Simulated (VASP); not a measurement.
Write the native input for VASP 6.6.1 that does the following.

```yaml
Task: single point
Functional: PBE
Potentials_or_basis: VASP PAW PBE potentials, release 64 (Hf_pv, H)
Cutoff: 520 eV
k_mesh: 6 × 6 × 4
Occupations: gaussian, width 0.1 eV
Spin: no spin polarisation
Dipole_correction: no
Further_INCAR_settings: ALGO = Normal; EDIFF = 1e-06; NBANDS = 16
```

The structure of HfH5 lies in POSCAR:

```
HfH5
1.0
    3.0737365653      0.0000000000      0.0000000000
    0.0000000000      3.0737365653      0.0000000000
    0.0000000000      0.0000000000      5.5282971473
Hf H
1 5
Direct
    0.5000000000      0.5000000000      0.9708405524
    0.0000000000      0.0000000000      0.8616773160
    0.5000000000      0.5000000000      0.4269987745
    0.0000000000      0.5000000000      0.1855727672
    0.5000000000      0.0000000000      0.1855727672
    0.5000000000      0.5000000000      0.5758649328
```

The cell was built from a structure type or drawn by symmetry, and may not be a known phase.

These files were run (other wordings do the same):

INCAR

```
SYSTEM = HfH5
ALGO = Normal
EDIFF = 1E-6
ENCUT = 520
GGA = PE
ISIF = 2
ISMEAR = 0
LASPH = .True.
LCHARG = .True.
LELF = .True.
LREAL = .False.
LVHAR = .True.
LWAVE = .False.
NBANDS = 16
NELM = 100
PREC = Accurate
SIGMA = 0.1
```

KPOINTS

```
k-points
0
Gamma
  6 6 4
  0 0 0
```

Potentials or basis: VASP PAW PBE potentials, release 64 (Hf_pv, H).

Launch:

```bash
$ cat potpaw_PBE.64/Hf_pv/POTCAR potpaw_PBE.64/H/POTCAR > POTCAR
$ mpirun -np 1 vasp_std > vasp.out
```

It gave:

```yaml
Pressure: -0.5 GPa
Largest_force: 0.039 eV/Å
Band_gap_on_the_k_mesh: zero (an odd number of electrons rules out a gap without spin polarisation)
```

Caveat: spin-orbit coupling is left out, which moves the levels of the heavy elements.

Run time: 16 s on 1 thread of Intel(R) Xeon(R) 6975P-C (Granite Rapids) (shared host), peak memory 0.17 GiB.
